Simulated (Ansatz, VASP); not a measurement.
**AlN in VASP and in Ansatz**

```
Al N
1.0
     0.02592    2.21950    2.21950
     2.21950    0.02592    2.21950
     2.21950    2.21950    0.02592
Al N
1 1
Direct
  0.00073 0.00073 0.00073
  0.24927 0.24927 0.24927
```

Change from the starting cell: strained cell.

Alike in both runs: functional PBEsol; k mesh 9 × 9 × 9; occupations gaussian, width 0.02 eV; no spin polarisation.

Ansatz relaxed the structure, and its values are those at the end. VASP's run is a single point on that final structure, the one shown.

|  | VASP | Ansatz |
| --- | --- | --- |
| version | VASP 6.6.1 | Ansatz 0.2.0 |
| potentials or method | VASP PAW PBE potentials, release 64 (Al, N), cutoff 600 eV | scalar-relativistic, plane waves, PAW |
| valence electrons in the cell | 8 | 8 |

|  | VASP | Ansatz | Ansatz less VASP |
| --- | --- | --- | --- |
| gap on the k mesh at the Fermi level (eV) | 3.30 | 3.30 | +0.007 |
| least direct gap on the mesh (eV) | 3.81 | 3.79 | -0.014 |
| pressure (GPa) | -4.8 | -4.6 | +0.16 |

VASP's potentials were made for PBE, not for PBEsol, and Ansatz warns of the same on its side. Ansatz's warnings: stress scf threshold loose.
